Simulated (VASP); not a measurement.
Input of a VASP 6.6.1 run:

Contents of POSCAR:

```
BaS
1.0
    0.2005668287      3.5767385405      3.5767385405
    3.5767385405      0.2005668287      3.5767385405
    3.5767385405      3.5767385405      0.2005668287
Ba S
1 1
Direct
    0.0053788689      0.0053788689      0.0053788689
    0.2446211311      0.2446211311      0.2446211311
```

File INCAR.step1:

```
SYSTEM = BaS
PREC = Accurate
ENCUT = 520
ISMEAR = 0
SIGMA = 0.01
LREAL = .FALSE.
LASPH = .TRUE.
NELM = 80
NBANDS = 15
GGA = PE
ALGO = Normal
EDIFF = 1E-4
LWAVE = .TRUE.
LCHARG = .FALSE.
```

File INCAR.step2:

```
SYSTEM = BaS
PREC = Accurate
ENCUT = 520
EDIFF = 1E-7
ISMEAR = 0
SIGMA = 0.01
LREAL = .FALSE.
LASPH = .TRUE.
NELM = 80
ALGO = Normal
ISIF = 2
LWAVE = .FALSE.
LCHARG = .FALSE.
METAGGA = R2SCAN
LMIXTAU = .TRUE.
NBANDS = 15
ISTART = 1
```

KPOINTS

```
regular mesh
0
G
  6 6 6
  0 0 0
```

Potentials or basis: VASP PAW PBE potentials, release 64 (Ba_sv, S).

Run with:

```bash
$ cat potpaw_PBE.64/Ba_sv/POTCAR potpaw_PBE.64/S/POTCAR > POTCAR
$ cp INCAR.step1 INCAR
$ mpirun -np 1 vasp_std > vasp.out
$ cp INCAR.step2 INCAR
$ mpirun -np 1 vasp_std > vasp.out
```

**Question.** Estimate the band gap on the k mesh.

**Answer.** 3.11 eV (least direct gap 3.68 eV).

**Question.** Predict the pressure.

**Answer.** 1.4 GPa.

**Question.** Estimate the largest force.

**Answer.** 0.024 eV/Å.

Stress tensor (GPa, compression positive):
```
 1.45 -0.48 -0.48
-0.48  1.45 -0.48
-0.48 -0.48  1.45
```

Caveat: the cell differs from its parent crystal (epitaxial 111 strain -4.1%); the PAW data sets were made with another functional, which shifts forces and pressure a little; spin-orbit coupling is left out, which moves the levels of the heavy elements. A k mesh can miss the band edges.
